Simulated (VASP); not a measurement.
# CsMgAsH11O10 (a cell with a defect) in VASP: notebook

The runs below take CsMgAsH11O10 (a cell with a defect) through single point, molecular dynamics, with PBEsol.

All numbers are computed with VASP 6.6.1; they aren't measurements. Logs are shortened: lines on timing, memory, paths and dates and some standing lists are left out, and cuts for length are marked.

## Step 1: The cell of the first run

The cell holds a defect, 24 atoms: a = 7.329 Å, b = 7.329 Å, c = 7.329 Å, α = 60.00°, β = 60.00°, γ = 60.00°.

## Step 2: Single point, PBEsol

File INCAR:

```
SYSTEM = CsMgAsH11O10
PREC = Accurate ; ENCUT = 520
EDIFF = 1E-6 ; ISMEAR = -1
SIGMA = 0.05 ; LREAL = .False.
LASPH = .True. ; NELM = 120
ALGO = Normal ; ISIF = 2
LWAVE = .False. ; LCHARG = .False.
GGA = PS ; NBANDS = 62
NELECT = 88.0 ; GGA_COMPAT = .False.
```

File KPOINTS:

```
regular mesh
0
Gamma
  2 2 2
  0 0 0
```

File POSCAR:

```
CsMgAsH11O10
1.0
    0.0000000000      5.1820590000      5.1820590000
    5.1820590000      0.0000000000      5.1820590000
    5.1820590000      5.1820590000      0.0000000000
Cs Mg H As O
1 1 11 1 10
Direct
    0.7267767503      0.6979272139      0.8064169088
   -0.0325642761      0.0257330146      0.0030200351
    0.9386037480      0.2041852476      0.3064804936
    0.8010136511      0.3533537538      0.6792666776
    0.2648947069      0.8132481703      0.6632691754
    0.2784221484      0.9154855242      0.0979726398
    0.6839269873      0.2649622476      0.2392774764
    0.2489936915      0.8560882846      0.3123468876
    0.2324365662      0.6414824686      0.8469606386
    0.8873403410      0.5974748647      0.2352829252
    0.3925563179      0.1263300939      0.6006589273
    0.3810358006      0.1690351268      0.7702247311
    0.6435183389      0.8909296478      0.2348583835
    0.2672200374      0.2844139752      0.1941216802
    0.8820528674      0.1974215268      0.1969004984
    0.7979453727      0.2983949044      0.8327577899
    0.1372909880      0.8387882114      0.7872063981
    0.1664106873      0.8326323571      0.2354180066
    0.8438634141      0.7865116935      0.1609109429
    0.2702400725      0.1626959477      0.7378920232
    0.3593359319      0.3268198992      0.3369124126
    0.9821771616      0.3469663313      0.3564413296
    0.3109092351      0.4264810570      0.9274016371
    0.3740598090      1.0105442644      0.2388046913
```

Potentials or basis: VASP PAW PBE potentials, release 64 (Cs_sv, Mg, H, As, O).

On the command line:

```bash
$ cat potpaw_PBE.64/Cs_sv/POTCAR potpaw_PBE.64/Mg/POTCAR potpaw_PBE.64/H/POTCAR potpaw_PBE.64/As/POTCAR potpaw_PBE.64/O/POTCAR > POTCAR
$ mpirun -np 1 vasp_std > vasp.out
```

OUTCAR:

```text
SYSTEM = CsMgAsH11O10
   PREC = Accurate
   ENCUT = 520
   EDIFF = 1E-6
   ISMEAR = -1
   LREAL = .False.
   LASPH = .True.
   NELM = 120
   ISIF = 2
   GGA = PS
   NELECT = 88.0

 ion  position               nearest neighbor table
   1  0.727  0.698  0.806-
   2  0.967  0.026  0.003-  16 1.91  19 1.93  15 2.03  17 2.10  18 2.24  20 2.38
   3  0.939  0.204  0.306-  15 1.10
   4  0.801  0.353  0.679-  16 0.98
   5  0.265  0.813  0.663-  17 0.94
   6  0.278  0.915  0.098-  18 1.06
   7  0.684  0.265  0.239-  15 1.20
   8  0.249  0.856  0.312-  18 1.12
   9  0.232  0.641  0.847-  17 1.20  23 1.29
  10  0.887  0.597  0.235-  19 1.14
  11  0.393  0.126  0.601-  20 1.01
  12  0.381  0.169  0.770-  20 0.98
  13  0.644  0.891  0.235-  19 1.24
  14  0.267  0.284  0.194-  23 1.64  24 1.67  21 1.70  22 1.76
  15  0.882  0.197  0.197-   3 1.10   7 1.20   2 2.03
  16  0.798  0.298  0.833-   4 0.98   2 1.91
  17  0.137  0.839  0.787-   5 0.94   9 1.20   2 2.10
  18  0.166  0.833  0.235-   6 1.06   8 1.12   2 2.24
  19  0.844  0.787  0.161-  10 1.14  13 1.24   2 1.93
  20  0.270  0.163  0.738-  12 0.98  11 1.01   2 2.38
  21  0.359  0.327  0.337-  14 1.70
  22  0.982  0.347  0.356-  14 1.76
  23  0.311  0.426  0.927-   9 1.29  14 1.64
  24  0.374  0.011  0.239-  14 1.67

  LATTYP: Found a face centered cubic cell.
 ALAT       =    10.3641180000

  Lattice vectors:

 A1 = (   0.0000000000,   5.1820590000,   5.1820590000)
 A2 = (   5.1820590000,   0.0000000000,   5.1820590000)
 A3 = (   5.1820590000,   5.1820590000,   0.0000000000)

Analysis of symmetry for initial positions (statically):
=====================================================================
 Subroutine PRICEL returns:
 Original cell was already a primitive cell.

 Routine SETGRP: Setting up the symmetry group for a
 face centered cubic supercell.

 Subroutine GETGRP returns: Found  1 space group operations
 (whereof  1 operations were pure point group operations)
 out of a pool of 48 trial point group operations.

The static configuration has the point symmetry C_1 .

Analysis of symmetry for dynamics (positions and initial velocities):
=====================================================================
 Subroutine PRICEL returns:
 Original cell was already a primitive cell.

 Routine SETGRP: Setting up the symmetry group for a
 face centered cubic supercell.

 Subroutine GETGRP returns: Found  1 space group operations
 (whereof  1 operations were pure point group operations)
 out of a pool of 48 trial point group operations.

The dynamic configuration has the point symmetry C_1 .

 Subroutine INISYM returns: Found  1 space group operations
 (whereof  1 operations are pure point group operations),
 and found     1 'primitive' translations

----------------------------------------------------------------------------------------

                                     Primitive cell

  volume of cell :     278.3153

  direct lattice vectors                    reciprocal lattice vectors
     0.000000000  5.182059000  5.182059000    -0.096486744  0.096486744  0.096486744
     5.182059000  0.000000000  5.182059000     0.096486744 -0.096486744  0.096486744
     5.182059000  5.182059000  0.000000000     0.096486744  0.096486744 -0.096486744

  length of vectors
     7.328538119  7.328538119  7.328538119     0.167119943  0.167119943  0.167119943

  position of ions in fractional coordinates (direct lattice)
     0.726776750  0.697927214  0.806416909
     0.967435724  0.025733015  0.003020035
     0.938603748  0.204185248  0.306480494
     0.801013651  0.353353754  0.679266678
     0.264894707  0.813248170  0.663269175
     0.278422148  0.915485524  0.097972640
[... 16 lines left out ...]
     0.310909235  0.426481057  0.927401637
     0.374059809  0.010544264  0.238804691

  ion indices of the primitive-cell ions
   primitive index   ion index
                 1           1
                 2           2
                 3           3
                 4           4
                 5           5
                 6           6
[... 16 lines left out ...]
                23          23
                24          24

----------------------------------------------------------------------------------------

 KPOINTS: regular mesh

Automatic generation of k-mesh.
 Grid dimensions read from file:
 generate k-points for:    2    2    2

 Generating k-lattice:

  Cartesian coordinates                     Fractional coordinates (reciprocal lattice)
    -0.048243372  0.048243372  0.048243372     0.500000000  0.000000000  0.000000000
     0.048243372 -0.048243372  0.048243372     0.000000000  0.500000000  0.000000000
     0.048243372  0.048243372 -0.048243372     0.000000000  0.000000000  0.500000000

  Length of vectors
     0.083559971  0.083559971  0.083559971

  Shift w.r.t. Gamma in fractional coordinates (k-lattice)
     0.000000000  0.000000000  0.000000000

 Subroutine IBZKPT returns following result:
 ===========================================

 Found      8 irreducible k-points:

 Following reciprocal coordinates:
            Coordinates               Weight
  0.000000  0.000000  0.000000      1.000000
  0.500000  0.000000  0.000000      1.000000
  0.000000  0.500000  0.000000      1.000000
  0.000000  0.000000  0.500000      1.000000
  0.500000  0.500000  0.500000      1.000000
  0.500000  0.500000  0.000000      1.000000
  0.000000  0.500000  0.500000      1.000000
  0.500000  0.000000  0.500000      1.000000
   k-points           NKPTS =      8   k-points in BZ     NKDIM =      8   number of bands    NBANDS=     62
   number of dos      NEDOS =    301   number of ions     NIONS =     24
   total plane-waves  NPLWV = 175616
   dimension x,y,z NGX =    56 NGY =   56 NGZ =   56
   dimension x,y,z NGXF=   112 NGYF=  112 NGZF=  112
   ions per type =               1   1  11   1  10
   NGX,Y,Z   is equivalent  to a cutoff of  12.70, 12.70, 12.70 a.u.
   NGXF,Y,Z  is equivalent  to a cutoff of  25.41, 25.41, 25.41 a.u.
 SYSTEM =  CsMgAsH11O10
   PREC   = accura    normal or accurate (medium, high low for compatibility)
   ISTART =      0    job   : 0-new  1-cont  2-samecut
   ICHARG =      2    charge: 1-file 2-atom 10-const
   ISPIN  =      1    spin polarized calculation?
   LNONCOLLINEAR =      F non collinear calculations
   LSORBIT =      F    spin-orbit coupling
   LASPH  =      T    aspherical Exc in radial PAW
   ENCUT  =  520.0 eV  38.22 Ry    6.18 a.u.  13.63 13.63 13.63*2*pi/ulx,y,z
   NELM   =    120;   NELMIN=  2; NELMDL= -5     # of ELM steps
   EDIFF  = 0.1E-05   stopping-criterion for ELM
   LREAL  =      F    real-space projection
   EDIFFG = 0.1E-04   stopping-criterion for IOM
   NSW    =      0    number of steps for IOM
   IBRION =     -1    ionic relax: 0-MD 1-quasi-New 2-CG
   NFREE  =      0    steps in history (QN), initial steepest desc. (CG)
   ISIF   =      2    stress and relaxation
   ISYM   =      2    0-nonsym 1-usesym 2-fastsym
   POTIM  = 0.5000    time-step for ionic-motion
   TEBEG  =    0.0;   TEEND  =   0.0 temperature during run
   PSTRESS=    0.0 pullay stress
   NELECT =      88.0000    total number of electrons
   NUPDOWN=      -1.0000    fix difference up-down
   EMIN   =  10.00;   EMAX   =-10.00  energy-range for DOS
   EFERMI =   0.00;   METHOD = LEGACY
   ISMEAR =    -1;   SIGMA  =   0.05  broadening in eV -4-tet -1-fermi 0-gaus
   EFERMI_NEDOS =   21; number of points for ismear=-14 and -15
   IALGO  =     38    algorithm
   IMIX   =      4    mixing-type and parameters
     AMIX     =   0.40;   BMIX     =  1.00
     AMIX_MAG =   1.60;   BMIX_MAG =  1.00
  volume/ion in A,a.u.               =      11.60        78.26
  Fermi-wavevector in a.u.,A,eV,Ry     =   1.115296  2.107603 16.924077  1.243885
  Thomas-Fermi vector in A             =   2.251899
   LORBIT       =      0    0 simple, 1 ext, 2 COOP (PROOUT), +10 PAW based schemes
   GGA     = PS    functional components
   LHFCALC =     F    Hartree Fock is set to
   AEXX    =    0.0000 exact exchange contribution
   IVDW    =     0    specifies the selected vdW correction
   LEPSILON=     F    determine dielectric tensor
   LRPA    =     F    only Hartree local field effects (RPA)
 non-spin polarized calculation
  energy-cutoff  :      520.00
  volume of cell :      278.32
 maximum number of plane-waves:      7583
 NGX is ok and might be reduce to    56
   NGX = 27   NGY = 27   NGZ = 27

 number of electron      87.9999999 magnetization

 Free energy of the ion-electron system (eV)
  ---------------------------------------------------
  ext. energy  EPLUGINS =         0.00000000
  ---------------------------------------------------
  free energy    TOTEN  =      -120.48967463 eV

  energy without entropy =     -120.48967463  energy(sigma->0) =     -120.48967463

 E-fermi :   0.7562     XC(G=0):  -8.2525

 val. band max:       -0.4995376040   @ k =   0.5000   0.0000   0.0000
 cond. band min:       2.1132812447   @ k =   0.0000   0.0000   0.0000
 fundamental gap:      2.6128188488
 Fermi energy:         0.7562391744

 k-point     1 :       0.0000    0.0000    0.0000
  band No.  band energies     occupation
      1     -21.1962      2.00000
      2     -20.9690      2.00000
      3     -20.6303      2.00000
      4     -19.9251      2.00000
      5     -19.5640      2.00000
      6     -18.7779      2.00000
[... 48 lines left out ...]
     55       7.0657      0.00000
     56       7.3728      0.00000

 k-point     2 :       0.5000    0.0000    0.0000
  band No.  band energies     occupation
      1     -21.1647      2.00000
      2     -20.9976      2.00000
      3     -20.6097      2.00000
      4     -19.9302      2.00000
      5     -19.5723      2.00000
      6     -18.8749      2.00000
[... 48 lines left out ...]
     55       7.1101      0.00000
     56       7.2215      0.00000

 k-point     3 :       0.0000    0.5000    0.0000
  band No.  band energies     occupation
      1     -21.1640      2.00000
      2     -20.9842      2.00000
      3     -20.5943      2.00000
      4     -20.0218      2.00000
      5     -19.5539      2.00000
      6     -18.8198      2.00000
[... 48 lines left out ...]
     55       6.9120      0.00000
     56       7.3818      0.00000

 k-point     4 :       0.0000    0.0000    0.5000
  band No.  band energies     occupation
      1     -21.1772      2.00000
      2     -20.9449      2.00000
      3     -20.6552      2.00000
      4     -19.9888      2.00000
      5     -19.5500      2.00000
      6     -18.7737      2.00000
[... 48 lines left out ...]
     55       6.7971      0.00000
     56       7.3242      0.00000

 k-point     5 :       0.5000    0.5000    0.5000
  band No.  band energies     occupation
      1     -21.1746      2.00000
      2     -20.9468      2.00000
      3     -20.6658      2.00000
      4     -19.9500      2.00000
      5     -19.5620      2.00000
      6     -18.7556      2.00000
[... 48 lines left out ...]
     55       6.9163      0.00000
     56       7.2102      0.00000

 k-point     6 :       0.5000    0.5000    0.0000
  band No.  band energies     occupation
      1     -21.1760      2.00000
      2     -20.9643      2.00000
      3     -20.6066      2.00000
      4     -20.0103      2.00000
      5     -19.5600      2.00000
      6     -18.7650      2.00000
[... 48 lines left out ...]
     55       6.9135      0.00000
     56       7.3786      0.00000

 k-point     7 :       0.0000    0.5000    0.5000
  band No.  band energies     occupation
      1     -21.1629      2.00000
      2     -20.9585      2.00000
      3     -20.6557      2.00000
      4     -19.9647      2.00000
      5     -19.5583      2.00000
      6     -18.8185      2.00000
[... 48 lines left out ...]
     55       6.9084      0.00000
     56       7.1174      0.00000

 k-point     8 :       0.5000    0.0000    0.5000
  band No.  band energies     occupation
      1     -21.1601      2.00000
      2     -20.9625      2.00000
      3     -20.6342      2.00000
      4     -19.9952      2.00000
      5     -19.5574      2.00000
      6     -18.8655      2.00000
[... 48 lines left out ...]
     55       6.9044      0.00000
     56       7.2985      0.00000
 [bands above 56 left out]

------------------------ aborting loop because EDIFF is reached ----------------------------------------

  FORCE on cell =-STRESS in cart. coord.  units (eV):
  Direction    XX          YY          ZZ          XY          YZ          ZX
  --------------------------------------------------------------------------------------
  -------------------------------------------------------------------------------------
  Total        4.4597136      1.2448704      3.8180905      5.3078853     -4.9419654      2.3242353
  in kB       25.6732290      7.1663443     21.9795980     30.5558981    -28.4494073     13.3799233
  external PRESSURE =      18.2730571 kB  Pullay stress =       0.0000000 kB

 VOLUME and BASIS-vectors are now :
 -----------------------------------------------------------------------------
  energy-cutoff  :      520.00
  volume of cell :      278.32
      direct lattice vectors                 reciprocal lattice vectors
     0.000000000  5.182059000  5.182059000    -0.096486744  0.096486744  0.096486744
     5.182059000  0.000000000  5.182059000     0.096486744 -0.096486744  0.096486744
     5.182059000  5.182059000  0.000000000     0.096486744  0.096486744 -0.096486744

 POSITION                                       TOTAL-FORCE (eV/Angst)
 -----------------------------------------------------------------------------------
      7.79560      7.94510      7.38290         0.046418      0.435783      0.253499
      0.14900      5.02896      5.14666        -0.543849      0.101723      0.965169
      2.64630      6.45210      5.92200         0.242618     -1.939617     -0.173069
      5.35110      7.67090      5.98200        -0.488706      0.539361     -0.265016
      7.65140      4.80980      5.58700        -1.218489     -1.331290      2.752003
      5.25180      1.95050      6.18690         0.129933     -0.462388     -2.205802
[... 16 lines left out ...]
      7.01590      6.41700      3.82120        -1.295298     -2.191410      1.507070
      1.29214      3.17590      1.99304        -2.220360      1.866804     -0.790939
 -----------------------------------------------------------------------------------
    total drift:                                0.000324     -0.000714     -0.000299

  FREE ENERGIE OF THE ION-ELECTRON SYSTEM (eV)
  ---------------------------------------------------
  free  energy   TOTEN  =      -120.4896746301 eV

  energy  without entropy=     -120.4896746300  energy(sigma->0) =     -120.48967463
```

It took 4.7 min on 1 thread of Intel Xeon Platinum 8488C (Sapphire Rapids), shared host; peak memory 0.49 GiB.

What came out:

```yaml
Free_energy: -120.4897 eV
Largest_force: 4.684 eV/Å
```

Forces on the atoms (eV/Å):
```
Cs   0.046  0.436  0.253
Mg  -0.544  0.102  0.965
H    0.243 -1.940 -0.173
H   -0.489  0.539 -0.265
H   -1.218 -1.331  2.752
H    0.130 -0.462 -2.206
H   -1.249  2.486  1.985
H   -0.258 -1.649 -1.326
H    1.635  0.124 -1.453
H    1.222 -0.386  0.983
H    0.145 -2.127 -0.737
H    1.787  0.306  0.023
H   -3.136  1.326  0.769
As   4.007  2.122 -0.246
O    2.424 -2.896 -2.637
O    0.173 -0.409 -0.201
O   -0.578  1.307 -1.464
O   -0.891  2.174  3.621
O    2.596 -1.355 -3.656
O   -0.741  2.209  0.463
O   -1.275  0.504  1.564
O   -0.513 -0.754  0.268
O   -1.295 -2.191  1.507
O   -2.220  1.867 -0.791
```

Levels at points of the mesh, in eV from the Fermi level:
| k point | band 41 | band 42 | band 43 | band 44 | band 45 | band 46 | band 47 | band 48 |
| --- | --- | --- | --- | --- | --- | --- | --- | --- |
| (0.00, 0.00, 0.00) | -1.70 | -1.62 | -1.56 | -1.26 | 1.36 | 3.82 | 4.02 | 4.31 |
| (0.50, 0.00, 0.00) | -1.84 | -1.62 | -1.57 | -1.26 | 2.58 | 3.36 | 3.96 | 4.35 |
| (0.00, 0.50, 0.00) | -1.77 | -1.61 | -1.60 | -1.26 | 2.57 | 2.95 | 3.94 | 4.23 |
| (0.00, 0.00, 0.50) | -1.79 | -1.66 | -1.49 | -1.29 | 2.68 | 3.17 | 3.96 | 4.37 |
| (0.50, 0.50, 0.50) | -1.84 | -1.68 | -1.59 | -1.29 | 2.56 | 2.90 | 4.16 | 4.40 |
| (0.50, 0.50, 0.00) | -1.91 | -1.68 | -1.58 | -1.31 | 2.87 | 3.53 | 3.98 | 4.10 |
| (0.00, 0.50, 0.50) | -1.77 | -1.70 | -1.56 | -1.27 | 2.83 | 3.42 | 4.01 | 4.15 |
| (0.50, 0.00, 0.50) | -1.84 | -1.61 | -1.52 | -1.26 | 3.12 | 3.19 | 3.83 | 4.19 |

Caveat: the k points lie up to 0.53 Å⁻¹ apart; the cell carries a net charge on a neutralising background, which shifts energy and pressure; the cell is charged against a uniform background, so pressure and absolute levels hang on convention; the atoms stand as in a frame of molecular dynamics; the PAW data sets were made with another functional, which shifts forces and pressure a little; spin-orbit coupling is left out, which moves the levels of the heavy elements.

[end of part 1 of 2]
